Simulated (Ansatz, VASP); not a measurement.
# AlRu in VASP and in Ansatz

```
Al Ru
1.0
    -2.95376    2.95376    2.95376
     2.95376   -2.95376    2.95376
     2.95376    2.95376   -2.95376
Al Ru
4 4
Direct
  0.50000 0.50000 0.00000
  0.00000 0.00000 0.00000
  0.00000 0.50000 0.50000
  0.50000 0.00000 0.50000
  0.50000 0.50000 0.50000
  0.00000 0.00000 0.50000
  0.00000 0.50000 0.00000
  0.50000 0.00000 0.00000
```

Alike in both runs: task single point; functional LDA; k mesh 8 × 8 × 8; occupations gaussian, width 0.15 eV; no spin polarisation.

```csv
,VASP,Ansatz
version,VASP 6.6.1,Ansatz 0.2.0
potentials or method,"VASP PAW LDA potentials, release 64 (Al, Ru_pv), cutoff 520 eV","scalar-relativistic, plane waves, PAW"
valence electrons in the cell,68,76
```

```csv
,VASP,Ansatz,Ansatz less VASP
gap on the k mesh at the Fermi level (eV),none,none,-
pressure (GPa),0.6,0.1,-0.58
```

LDA's correlation is that of Perdew and Zunger in VASP and of Perdew and Wang (1992) in Ansatz. A gap of «none» marks a metal or a gap that the smearing closes. VASP's potentials hold 68 valence electrons a cell and Ansatz's 76, so a difference there can come from the potentials and not from the codes.
